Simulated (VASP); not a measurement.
# TiC (Fm-3m) in VASP: a series of runs

The runs below take TiC through relaxation of cell and atoms, single point, with PBEsol.

Program: VASP 6.6.1. These are calculated values, not measurements. Logs are shortened: lines on timing, memory, paths and dates and some standing lists are left out, and cuts for length are marked.

### 1 The cell of the first run

Symmetry: Fm-3m, No. 225, cubic system. The conventional cell has a = 4.294 Å, b = 4.294 Å, c = 4.294 Å, α = 90.00°, β = 90.00°, γ = 90.00°. Within 2.8 Å of Ti (site symmetry m-3m) lie 6 C at 2.15 Å. Within 2.8 Å of C (site symmetry m-3m) lie 6 Ti at 2.15 Å.

### 2 Relaxation of cell and atoms, PBEsol, target pressure 7 GPa, at which the enthalpy is minimised

INCAR reads:

```
PREC = Accurate ; ENCUT = 600
EDIFF = 1E-7 ; ISMEAR = -1
SIGMA = 0.15 ; LREAL = F
LASPH = T ; NELM = 100
ALGO = Normal ; ISIF = 3
LWAVE = F ; LCHARG = F
GGA = PS ; IBRION = 2
NSW = 80 ; EDIFFG = -0.001
PSTRESS = 70.0
```

KPOINTS reads:

```
Automatic mesh
0
Gamma
  16 16 16
```

POSCAR reads:

```
TiC
1.0
    0.0000000000      2.1468003956      2.1468003956
    2.1468003956      0.0000000000      2.1468003956
    2.1468003956      2.1468003956      0.0000000000
Ti C
1 1
Direct
    0.0000000000      0.0000000000      0.0000000000
    0.5000000000      0.5000000000      0.5000000000
```

Potentials or basis: VASP PAW PBE potentials, release 64 (Ti_sv, C).

On the command line:

```
$ cat potpaw_PBE.64/Ti_sv/POTCAR potpaw_PBE.64/C/POTCAR > POTCAR
$ mpirun -np 1 vasp_std > vasp.out
```

OUTCAR:

```text
PREC = Accurate
   ENCUT = 600
   EDIFF = 1E-7
   ISMEAR = -1
   LREAL = F
   LASPH = T
   NELM = 100
   ISIF = 3
   GGA = PS
   IBRION = 2
   NSW = 80
   EDIFFG = -0.001
   PSTRESS = 70.0

 ion  position               nearest neighbor table
   1  0.000  0.000  0.000-   2 2.15   2 2.15   2 2.15   2 2.15   2 2.15   2 2.15
   2  0.500  0.500  0.500-   1 2.15   1 2.15   1 2.15   1 2.15   1 2.15   1 2.15

  LATTYP: Found a face centered cubic cell.
 ALAT       =     4.2936007912

  Lattice vectors:

 A1 = (   0.0000000000,   2.1468003956,   2.1468003956)
 A2 = (   2.1468003956,   0.0000000000,   2.1468003956)
 A3 = (   2.1468003956,   2.1468003956,   0.0000000000)

Analysis of symmetry for initial positions (statically):
=====================================================================
 Subroutine PRICEL returns:
 Original cell was already a primitive cell.

 Routine SETGRP: Setting up the symmetry group for a
 face centered cubic supercell.

 Subroutine GETGRP returns: Found 48 space group operations
 (whereof 48 operations were pure point group operations)
 out of a pool of 48 trial point group operations.

The static configuration has the point symmetry O_h .

Analysis of symmetry for dynamics (positions and initial velocities):
=====================================================================
 Subroutine PRICEL returns:
 Original cell was already a primitive cell.

 Routine SETGRP: Setting up the symmetry group for a
 face centered cubic supercell.

 Subroutine GETGRP returns: Found 48 space group operations
 (whereof 48 operations were pure point group operations)
 out of a pool of 48 trial point group operations.

The dynamic configuration has the point symmetry O_h .

 Subroutine INISYM returns: Found 48 space group operations
 (whereof 48 operations are pure point group operations),
 and found     1 'primitive' translations

----------------------------------------------------------------------------------------

                                     Primitive cell

  volume of cell :      19.7881

  direct lattice vectors                    reciprocal lattice vectors
     0.000000000  2.146800396  2.146800396    -0.232904746  0.232904746  0.232904746
     2.146800396  0.000000000  2.146800396     0.232904746 -0.232904746  0.232904746
     2.146800396  2.146800396  0.000000000     0.232904746  0.232904746 -0.232904746

  length of vectors
     3.036034235  3.036034235  3.036034235     0.403402853  0.403402853  0.403402853

  position of ions in fractional coordinates (direct lattice)
     0.000000000  0.000000000  0.000000000
     0.500000000  0.500000000  0.500000000

  ion indices of the primitive-cell ions
   primitive index   ion index
                 1           1
                 2           2

----------------------------------------------------------------------------------------

 KPOINTS: Automatic mesh

Automatic generation of k-mesh.
 Grid dimensions read from file:
 generate k-points for:   16   16   16

 Generating k-lattice:

  Cartesian coordinates                     Fractional coordinates (reciprocal lattice)
    -0.014556547  0.014556547  0.014556547     0.062500000  0.000000000  0.000000000
     0.014556547 -0.014556547  0.014556547     0.000000000  0.062500000  0.000000000
     0.014556547  0.014556547 -0.014556547     0.000000000  0.000000000  0.062500000

  Length of vectors
     0.025212678  0.025212678  0.025212678

  Shift w.r.t. Gamma in fractional coordinates (k-lattice)
     0.000000000  0.000000000  0.000000000

 Subroutine IBZKPT returns following result:
 ===========================================

 Found    145 irreducible k-points:

 Following reciprocal coordinates:
            Coordinates               Weight
  0.000000  0.000000  0.000000      1.000000
  0.062500  0.000000  0.000000      8.000000
  0.125000  0.000000  0.000000      8.000000
  0.187500  0.000000  0.000000      8.000000
  0.250000  0.000000  0.000000      8.000000
  0.312500  0.000000  0.000000      8.000000
[... 16 lines left out ...]
 -0.125000  0.062500  0.000000     24.000000
 -0.062500  0.062500  0.000000     12.000000
 [... further k-points ...]
   k-points           NKPTS =    145   k-points in BZ     NKDIM =    145   number of bands    NBANDS=     12
   number of dos      NEDOS =    301   number of ions     NIONS =      2
   total plane-waves  NPLWV =  13824
   dimension x,y,z NGX =    24 NGY =   24 NGZ =   24
   dimension x,y,z NGXF=    48 NGYF=   48 NGZF=   48
   ions per type =               1   1
   NGX,Y,Z   is equivalent  to a cutoff of  13.14, 13.14, 13.14 a.u.
   NGXF,Y,Z  is equivalent  to a cutoff of  26.28, 26.28, 26.28 a.u.
 SYSTEM =  unknown system
   PREC   = accura    normal or accurate (medium, high low for compatibility)
   ISTART =      0    job   : 0-new  1-cont  2-samecut
   ICHARG =      2    charge: 1-file 2-atom 10-const
   ISPIN  =      1    spin polarized calculation?
   LNONCOLLINEAR =      F non collinear calculations
   LSORBIT =      F    spin-orbit coupling
   LASPH  =      T    aspherical Exc in radial PAW
   ENCUT  =  600.0 eV  44.10 Ry    6.64 a.u.   6.06  6.06  6.06*2*pi/ulx,y,z
   NELM   =    100;   NELMIN=  2; NELMDL= -5     # of ELM steps
   EDIFF  = 0.1E-06   stopping-criterion for ELM
   LREAL  =      F    real-space projection
   EDIFFG = -.1E-02   stopping-criterion for IOM
   NSW    =     80    number of steps for IOM
   IBRION =      2    ionic relax: 0-MD 1-quasi-New 2-CG
   NFREE  =      1    steps in history (QN), initial steepest desc. (CG)
   ISIF   =      3    stress and relaxation
   ISYM   =      2    0-nonsym 1-usesym 2-fastsym
   POTIM  = 0.5000    time-step for ionic-motion
   TEBEG  =    0.0;   TEEND  =   0.0 temperature during run
   PSTRESS=   70.0 pullay stress
   NELECT =      16.0000    total number of electrons
   NUPDOWN=      -1.0000    fix difference up-down
   EMIN   =  10.00;   EMAX   =-10.00  energy-range for DOS
   EFERMI =   0.00;   METHOD = LEGACY
   ISMEAR =    -1;   SIGMA  =   0.15  broadening in eV -4-tet -1-fermi 0-gaus
   EFERMI_NEDOS =   21; number of points for ismear=-14 and -15
   IALGO  =     38    algorithm
   IMIX   =      4    mixing-type and parameters
     AMIX     =   0.40;   BMIX     =  1.00
     AMIX_MAG =   1.60;   BMIX_MAG =  1.00
  volume/ion in A,a.u.               =       9.89        66.77
  Fermi-wavevector in a.u.,A,eV,Ry     =   1.525152  2.882120 31.648362  2.326089
  Thomas-Fermi vector in A             =   2.633361
   LORBIT       =      0    0 simple, 1 ext, 2 COOP (PROOUT), +10 PAW based schemes
   GGA     = PS    functional components
   LHFCALC =     F    Hartree Fock is set to
   AEXX    =    0.0000 exact exchange contribution
   IVDW    =     0    specifies the selected vdW correction
   LEPSILON=     F    determine dielectric tensor
   LRPA    =     F    only Hartree local field effects (RPA)
 conjugate gradient relaxation of ions
 non-spin polarized calculation
  energy-cutoff  :      600.00
  volume of cell :       19.79
 maximum number of plane-waves:       684
   NGX = 13   NGY = 13   NGZ = 13

--------------------------------------- Ionic step        1  -------------------------------------------

 number of electron      16.0000003 magnetization

 Free energy of the ion-electron system (eV)
  ---------------------------------------------------
  ext. energy  EPLUGINS =         0.00000000
  ---------------------------------------------------
  free energy    TOTEN  =       -19.81397932 eV

  energy without entropy =      -19.78928526  energy(sigma->0) =      -19.80163229

------------------------ aborting loop because EDIFF is reached ----------------------------------------

  FORCE on cell =-STRESS in cart. coord.  units (eV):
  Direction    XX          YY          ZZ          XY          YZ          ZX
  --------------------------------------------------------------------------------------
  -------------------------------------------------------------------------------------
  Total        0.0206876      0.0206876      0.0206876     -0.0000000     -0.0000000      0.0000000
  in kB        1.6750028      1.6750028      1.6750028     -0.0000000     -0.0000000      0.0000000
  external PRESSURE =     -68.3249972 kB  Pullay stress =      70.0000000 kB
[... 23 lines left out ...]
  enthalpy is  TOTEN    =       -18.9494246672 eV   P V=        0.8645546544

--------------------------------------- Ionic step        2  -------------------------------------------

 number of electron      15.9999998 magnetization

 E-fermi :  10.3603     XC(G=0): -13.3227

 val. band max:       10.3468086012   @ k =   0.4375   0.4375   0.0000
 cond. band min:      10.4287271430   @ k =   0.5000   0.5000   0.0000
 fundamental gap:      0.0819185418
 Fermi energy:        10.3603452032

 k-point     1 :       0.0000    0.0000    0.0000
  band No.  band energies     occupation
      1     -45.7065      2.00000
      2     -21.7774      2.00000
      3     -21.7774      2.00000
      4     -21.7774      2.00000
      5      -2.4044      2.00000
      6      11.0565      0.01911
      7      11.0565      0.01911
      8      11.0565      0.01911
      9      12.1856      0.00001
     10      12.1856      0.00001
     11      12.1856      0.00001
     12      12.2849      0.00001
[... 494 lines left out ...]
  enthalpy is  TOTEN    =       -18.9598296140 eV   P V=        0.8438570539

--------------------------------------- Ionic step        6  -------------------------------------------

 number of electron      16.0000003 magnetization

 Free energy of the ion-electron system (eV)
  ---------------------------------------------------
  ext. energy  EPLUGINS =         0.00000000
  ---------------------------------------------------
  free energy    TOTEN  =       -19.80345216 eV

  energy without entropy =      -19.77930705  energy(sigma->0) =      -19.79137961

 E-fermi :   9.8994     XC(G=0): -13.1257

 val. band max:        9.8917611076   @ k =   0.1250   0.0625   0.0000
 cond. band min:       9.9298224472   @ k =   0.5000   0.5000   0.0000
 fundamental gap:      0.0380613396
 Fermi energy:         9.8994441209

 k-point     1 :       0.0000    0.0000    0.0000
  band No.  band energies     occupation
      1     -46.2711      2.00000
      2     -22.3686      2.00000
      3     -22.3686      2.00000
      4     -22.3686      2.00000
      5      -2.6947      2.00000
      6      10.5897      0.01987
      7      10.5897      0.01987
      8      10.5897      0.01987
      9      11.6768      0.00001
     10      11.6768      0.00001
     11      11.6768      0.00001
     12      11.7456      0.00001
[... 374 lines left out ...]
  FREE ENERGIE OF THE ION-ELECTRON SYSTEM (eV)
  ---------------------------------------------------
  free  energy   TOTEN  =       -19.8034521634 eV

  energy  without entropy=      -19.7793070486  energy(sigma->0) =      -19.79137961

  enthalpy is  TOTEN    =       -18.9598306986 eV   P V=        0.8436214648

 reached required accuracy - stopping structural energy minimisation
```

Wall time 4.7 min (1 thread of Intel Xeon 8259CL, shared host); peak memory 0.18 GiB.

What came out:

| Quantity | Value |
| --- | --- |
| Free energy | -19.8035 eV |
| Relaxed volume | 9.65 Å³/atom |
| Relaxed cell | a = 3.011 Å, b = 3.011 Å, c = 3.011 Å, α = 60.00°, β = 60.00°, γ = 60.00° |
| Space group after relaxing (to 0.1 Å) | Fm-3m (No. 225) |
| Energy change on relaxing (the run minimises the enthalpy) | +5.3 meV/atom |
| Ionic steps | 6 |
| Pressure after relaxing | 7.0 GPa |
| Band gap on the k mesh | zero (bands 8 and 9 overlap by 1.10 eV) |

The path:
```csv
step,energy change (eV),largest force (eV/Å),pressure (GPa),volume (Å³)
1,0.0000,0.0000,0.17,19.79
2,0.0663,0.0000,18.67,18.60
3,0.0103,0.0000,6.93,19.31
4,0.0107,0.0000,7.06,19.31
5,0.0103,0.0000,6.95,19.31
6,0.0105,0.0000,7.01,19.31
```

Final structure:
```yaml
crystal:
  lattice:
    - [0.00000, 2.12933, 2.12933]
    - [2.12933, 0.00000, 2.12933]
    - [2.12933, 2.12933, 0.00000]
  atoms:
    - { symbol: Ti, position: [0.00000, 0.00000, 0.00000] }
    - { symbol: C, position: [0.50000, 0.50000, 0.50000] }
```

Levels at points of the mesh, in eV from the Fermi level:
```
           k point  band 4  band 5  band 6  band 7  band 8  band 9  band 10  band 11  band 12
(0.00, 0.00, 0.00)  -32.27  -12.59    0.69    0.69    0.69    1.78     1.78     1.78     1.85
(0.50, 0.00, 0.00)  -32.33   -8.82   -6.10   -3.05   -3.05    3.14     3.14     4.42     8.46
(0.50, 0.50, 0.00)  -32.47  -10.26   -3.46   -1.82    0.03    0.03     2.94     3.79     3.79
```

Caveat: the cell is relaxed towards a set pressure, so the run minimises the enthalpy, not the energy; the PAW data sets were made with another functional, which shifts forces and pressure a little.

### 3 Relaxation of cell and atoms, PBEsol, target pressure 35 GPa, at which the enthalpy is minimised

This run uses another cell than the first one, of 9.32 Å³/atom.

INCAR reads:

```
SYSTEM = TiC
PREC = Accurate
ENCUT = 600
EDIFF = 1E-7
ISMEAR = -1
SIGMA = 0.15
LREAL = .False.
LASPH = .True.
NELM = 80
ALGO = Normal
ISIF = 3
LWAVE = .False.
LCHARG = .False.
GGA = PS
IBRION = 2
NSW = 80
EDIFFG = -0.001
PSTRESS = 350.0
```

KPOINTS reads:

```
Automatic mesh
0
Gamma
  18 18 18
  0 0 0
```

POSCAR reads:

```
TiC
1.0
    0.0000000000      2.1044346017      2.1044346017
    2.1044346017      0.0000000000      2.1044346017
    2.1044346017      2.1044346017      0.0000000000
Ti C
1 1
Direct
    0.0000000000      0.0000000000      0.0000000000
    0.5000000000      0.5000000000      0.5000000000
```

Potentials or basis: VASP PAW PBE potentials, release 64 (Ti_sv, C).

On the command line:

```
$ cat potpaw_PBE.64/Ti_sv/POTCAR potpaw_PBE.64/C/POTCAR > POTCAR
$ mpirun -np 1 vasp_std > vasp.out
```

Run time: 6.6 min. Hardware: 1 thread of Intel Xeon 8259CL, shared host; peak memory 0.2 GiB.

Results (log left out):

* Free energy: -19.6119 eV
* Relaxed volume: 8.90 Å³/atom
* Relaxed cell: a = 2.930 Å, b = 2.930 Å, c = 2.930 Å, α = 60.00°, β = 60.00°, γ = 60.00°
* Space group after relaxing (to 0.1 Å): Fm-3m (No. 225)
* Energy change on relaxing (the run minimises the enthalpy): +69.2 meV/atom
* Ionic steps: 7
* Pressure after relaxing: 35.0 GPa
* Band gap on the k mesh: zero (bands 8 and 9 overlap by 1.11 eV)

Step by step:
```csv
step,energy change (eV),largest force (eV/Å),pressure (GPa),volume (Å³)
1,0.0000,0.0000,18.07,18.64
2,0.7370,0.0000,82.11,16.11
3,0.1321,0.0000,34.37,17.82
4,0.1377,0.0000,34.93,17.80
5,0.1413,0.0000,35.30,17.78
6,0.1332,0.0000,34.47,17.82
7,0.1383,0.0000,35.00,17.80
```

Final structure:
```cif
data_structure
_symmetry_space_group_name_H-M 'P 1'
_symmetry_Int_Tables_number 1
_cell_length_a 2.9305
_cell_length_b 2.9305
_cell_length_c 2.9305
_cell_angle_alpha 60.000
_cell_angle_beta 60.000
_cell_angle_gamma 60.000
_cell_volume 17.80
loop_
_atom_site_label
_atom_site_type_symbol
_atom_site_fract_x
_atom_site_fract_y
_atom_site_fract_z
_atom_site_occupancy
Ti1 Ti 0.00000 0.00000 0.00000 1
C1 C 0.50000 0.50000 0.50000 1
```

Levels at points of the mesh, in eV from the Fermi level:
| k point | band 5 | band 6 | band 7 | band 8 | band 9 | band 10 | band 11 | band 12 |
| --- | --- | --- | --- | --- | --- | --- | --- | --- |
| (0.00, 0.00, 0.00) | -12.97 | 0.70 | 0.70 | 0.70 | 1.88 | 1.88 | 1.88 | 2.02 |
| (0.50, 0.00, 0.00) | -8.75 | -6.50 | -3.35 | -3.35 | 3.48 | 3.48 | 4.92 | 8.93 |
| (0.50, 0.50, 0.00) | -10.62 | -3.47 | -2.11 | 0.12 | 0.12 | 3.25 | 4.22 | 4.22 |

Caveat: the cell is relaxed towards a set pressure, so the run minimises the enthalpy, not the energy; the PAW data sets were made with another functional, which shifts forces and pressure a little.

### 4 Single point, PBEsol, collinear spin

This run uses another cell than the first one, of 10.09 Å³/atom.

INCAR reads:

```
PREC = Accurate ; ENCUT = 520
EDIFF = 1E-6 ; ISMEAR = -1
SIGMA = 0.15 ; LREAL = False
LASPH = True ; NELM = 150
ALGO = Normal ; ISIF = 2
LWAVE = False ; LCHARG = False
ISPIN = 2 ; MAGMOM = 2 3
LORBIT = 11 ; LMAXMIX = 4
GGA = PS ; NBANDS = 19
```

KPOINTS reads:

```
regular mesh
0
Gamma
  16 16 16
```

POSCAR reads:

```
TiC
1.0
    0.0000000000      2.1610180311      2.1610180311
    2.1610180311      0.0000000000      2.1610180311
    2.1610180311      2.1610180311      0.0000000000
Ti C
1 1
Direct
    0.0000000000      0.0000000000      0.0000000000
    0.5000000000      0.5000000000      0.5000000000
```

On the command line:

```
$ cat potpaw_PBE.64/Ti_sv/POTCAR potpaw_PBE.64/C/POTCAR > POTCAR
$ mpirun -np 1 vasp_std > vasp.out
```

Run time: 2.3 min. Hardware: 1 thread of Intel Xeon 8259CL, shared host; peak memory 0.21 GiB.

Results (log left out):

```yaml
Free_energy: -19.8081 eV
Pressure: -5.0 GPa
Band_gap_on_the_k_mesh: zero (filled and empty bands overlap)
Net_moment: 0.00 μB per cell
Valence_electrons_inside_the_program's_atomic_spheres: Ti 10.43; C 2.38
```

Levels at points of the mesh, in eV from the Fermi level:
Spin up:
```
           k point  band 6  band 7  band 8  band 9  band 10  band 11
(0.00, 0.00, 0.00)    0.68    0.68    0.68    1.72     1.72     1.72
(0.50, 0.00, 0.00)   -5.89   -2.91   -2.91    2.96     2.96     4.16
(0.50, 0.50, 0.00)   -3.44   -1.68   -0.01   -0.01     2.77     3.57
```
Spin down:
```csv
k point,band 4,band 5,band 6,band 7,band 8,band 9,band 10,band 11,band 12,band 13
"(0.00, 0.00, 0.00)",-32.42,-12.39,0.68,0.68,0.68,1.72,1.72,1.72,1.75,1.75
"(0.50, 0.00, 0.00)",-32.47,-8.83,-5.89,-2.91,-2.91,2.96,2.96,4.16,8.20,8.29
"(0.50, 0.50, 0.00)",-32.60,-10.08,-3.44,-1.68,-0.01,-0.01,2.77,3.57,3.57,5.93
```

Caveat: the cell stands under tension; the PAW data sets were made with another functional, which shifts forces and pressure a little.

### 5 Overview

| task | spin | cell | k mesh | cutoff (eV) | gap on the mesh (eV) | pressure (GPa) |
| --- | --- | --- | --- | --- | --- | --- |
| relaxation of cell and atoms | off | relaxed to 7 GPa from a = 3.036 Å, angles 60.0°, 2 atoms | 16 × 16 × 16 | 600 | none | 7.0 |
| relaxation of cell and atoms | off | relaxed to 35 GPa from a = 2.976 Å, angles 60.0°, 2 atoms | 18 × 18 × 18 | 600 | none | 35.0 |
| single point | collinear | a = 3.056 Å, angles 60.0°, 2 atoms | 16 × 16 × 16 | 520 | none | -5.0 |

Alike in all rows: level PBEsol; potentials or basis VASP PAW PBE potentials, release 64 (Ti_sv, C); smearing fermi-dirac 0.15 eV.

Caveats: the PAW data sets were made with another functional, which shifts forces and pressure a little; the cell is relaxed towards a set pressure, so the run minimises the enthalpy, not the energy (at least some runs); the cell stands under tension (at least some runs).

Absolute energies hang on the potentials; compare differences alone.

The gap in the log of VASP goes by the Fermi energy; the results here count the filled bands.